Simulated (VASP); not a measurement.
Runs of VASP 6.6.1 on ZnS. The structure is that of space group R3m (No. 160), or close to it. The cells are those of the table. 

```csv
cell,gap on the mesh (eV),pressure (GPa),largest force (eV/Å)
"a = 5.258 Å, angles 33.6°, 2 atoms",none,18.0,1.55
"a = 3.508 Å, angles 75.3°, 2 atoms",1.30,13.6,7.29
"a = 4.093 Å, angles 52.2°, 2 atoms",1.09,-1.1,0.31
"a = 3.408 Å, 2 atoms",(b),88.7,43.82
"a = 3.434 Å, angles 82.7°, 2 atoms",(c),(a),19.03
```

Alike in all rows: task single point; level LDA; potentials or basis VASP PAW LDA potentials, release 64 (Zn, S); no spin polarisation; k mesh 10 × 10 × 10; cutoff (eV) 520; smearing gaussian 0.05 eV.

**Question.** Estimate the missing entries.

**Answer.** (a) 40.8; (b) 0.42; (c) 0.71.

Caveats: the cell stands under pressure (at least some runs); forces of over 1 eV/Å act on the atoms, so gaps and moduli don't describe the material at rest (at least some runs); atoms lie so close that the PAW spheres overlap strongly, which falsifies energies and pressures (at least some runs).

A k mesh can miss the band edges.

A gap of «none» marks levels without a gap at the run's occupations.
